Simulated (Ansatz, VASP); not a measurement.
**Two plane-wave programs on NbSn**

```
CELL_PARAMETERS angstrom
1.57254 -0.90791 4.75814
0.00000 1.81581 4.75814
-1.57254 -0.90791 4.75814
ATOMIC_POSITIONS crystal
Nb 0.00000 0.00000 0.00000
Sn 0.50000 0.50000 0.50000
```

Alike in both runs: functional PBE; k mesh 16 × 16 × 16; occupations fermi-dirac, width 0.03 eV; no spin polarisation.

Ansatz relaxed the structure, and its values are those at the end. VASP's run is a single point on that final structure, the one shown.

```csv
,VASP,Ansatz
version,VASP 6.6.1,Ansatz 0.2.0
potentials or method,"VASP PAW PBE potentials, release 64 (Nb_sv, Sn_d)","PAW with Ansatz's default frozen-core files, scalar-relativistic"
plane-wave cutoff (eV),520,420
valence electrons in the cell,27,27
```

```tsv
	VASP	Ansatz	Ansatz less VASP
pressure (GPa)	-0.2	0.0	+0.18
```
